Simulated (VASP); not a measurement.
Crystal: TiPd.

```
Ti Pd
1.0
     3.18000    0.00000    0.00000
     0.00000    3.18000    0.00000
     0.00000    0.00000    3.18000
Ti Pd
1 1
Direct
  0.50000 0.50000 0.50000
  0.00000 0.00000 0.00000
```

* Program: VASP 6.6.1
* Task: relaxation of cell and atoms
* Functional: PBEsol
* Potentials or basis: VASP PAW PBE potentials, release 64 (Ti_sv, Pd)
* Cutoff: 600 eV
* k mesh: 6 × 6 × 6
* Occupations: fermi-dirac, width 0.05 eV
* Spin: no spin polarisation

At the start: pressure -7.4 GPa; volume 16.08 Å³/atom.

How do energy, volume and symmetry change on relaxing?

Over 4 steps the energy falls by 18.3 meV/atom and the volume is 15.31 Å³/atom (-4.8 %); space group Pm-3m (No. 221, to 0.05 Å).

The path:
```csv
step,energy change (eV),largest force (eV/Å),pressure (GPa),volume (Å³)
1,0.0000,0.0000,-7.36,32.16
2,0.0260,0.0000,11.78,28.84
3,-0.0365,0.0000,-0.11,30.66
4,-0.0365,0.0000,0.05,30.63
```

Final structure:
```
Ti Pd
1.0
     3.12881    0.00000    0.00000
     0.00000    3.12881    0.00000
     0.00000    0.00000    3.12881
Ti Pd
1 1
Direct
  0.50000 0.50000 0.50000
  0.00000 0.00000 0.00000
```

Caveat: the PAW data sets were made with another functional, which shifts forces and pressure a little.
